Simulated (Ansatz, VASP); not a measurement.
**TiO2 in VASP and in Ansatz**

```xyz
3
Lattice="0.0000 2.3968 2.5270 2.3968 0.0000 2.5270 2.3968 2.3968 0.0000" Properties=species:S:1:pos:R:3 pbc="T T T"
Ti    0.0000    0.0000    0.0000
O     1.1984    1.1984    1.2635
O     3.5952    3.5952    3.7905
```

Change from the starting cell: uniaxial_z strain +5.4%.

Alike in both runs: task single point; functional r2SCAN; k mesh 10 × 10 × 10; no spin polarisation.

|  | VASP | Ansatz |
| --- | --- | --- |
| version | VASP 6.6.1 | Ansatz 0.2.0 |
| potentials or method | VASP PAW PBE potentials, release 64 (Ti_sv, O) | plane waves, PAW |
| plane-wave cutoff (eV) | 520 | 500 |
| occupations | gaussian, width 0.01 eV | fixed |
| valence electrons in the cell | 24 | 24 |

|  | VASP | Ansatz | Ansatz less VASP |
| --- | --- | --- | --- |
| gap on the k mesh at the Fermi level (eV) | 1.13 | 1.09 | -0.035 |
| pressure (GPa) | -11.5 | -12.7 | -1.21 |
| traceless stress, the component that is largest in VASP (GPa) | -18.73 | -18.78 | -0.052 |

VASP's potentials were made for PBE, not for r2SCAN.
